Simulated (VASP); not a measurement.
Runs of VASP 6.6.1 on CdSe. The structure is that of space group F-43m (No. 216), or close to it. The cells are those of the table. 

```csv
task,level,cell,cutoff (eV),gap on the mesh (eV),pressure (GPa),relaxed volume (Å³/atom)
relaxation of cell and atoms,PBEsol,"relaxed from a = 4.342 Å, angles 60.0°, 2 atoms",600,0.47,0.0,28.28
single point,PBEsol,"a = 4.302 Å, angles 60.0°, 2 atoms",520,(b),0.3,-
relaxation of cell and atoms,PBE+D3(BJ),"relaxed from a = 4.342 Å, angles 60.0°, 2 atoms",600,0.57,0.0,(a)
single point,RPBE,"a = 4.443 Å, angles 60.0°, 2 atoms",520,0.58,0.2,-
relaxation of cell and atoms,RPBE,"relaxed from a = 4.342 Å, angles 60.0°, 2 atoms",600,0.57,0.0,31.16
```

Alike in all rows: potentials or basis VASP PAW PBE potentials, release 64 (Cd, Se); no spin polarisation; k mesh 6 × 6 × 6; smearing gaussian 0.01 eV.

Task: Estimate the missing entries.

Result: (a) 28.68; (b) 0.48.

Caveats: the PAW data sets were made with another functional, which shifts forces and pressure a little (some runs).

A k mesh can miss the band edges, and the runs leave out spin-orbit coupling on Cd, Se.
